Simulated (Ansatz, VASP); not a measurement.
ZnSe: VASP beside Ansatz

```
Zn Se
1.0
     0.00000    2.83380    2.83380
     2.83380    0.00000    2.83380
     2.83380    2.83380    0.00000
Zn Se
1 1
Direct
  0.00000 0.00000 0.00000
  0.75000 0.75000 0.75000
```

Alike in both runs: task single point; functional r2SCAN; k mesh 8 × 8 × 8; occupations gaussian, width 0.05 eV; no spin polarisation.

|  | VASP | Ansatz |
| --- | --- | --- |
| version | VASP 6.6.1 | Ansatz 0.2.0 |
| potentials or method | VASP PAW PBE potentials, release 64 (Zn, Se), cutoff 520 eV | scalar-relativistic, plane waves, PAW |
| valence electrons in the cell | 18 | 28 |

|  | VASP | Ansatz | Ansatz less VASP |
| --- | --- | --- | --- |
| gap on the k mesh at the Fermi level (eV) | 1.87 | 1.86 | -0.004 |
| least direct gap on the mesh (eV) | 1.87 | 1.86 | -0.004 |
| pressure (GPa) | 0.0 | -0.1 | -0.10 |

VASP's potentials were made for PBE, not for r2SCAN. VASP's potentials hold 18 valence electrons a cell and Ansatz's 28, so a difference there can come from the potentials and not from the codes.
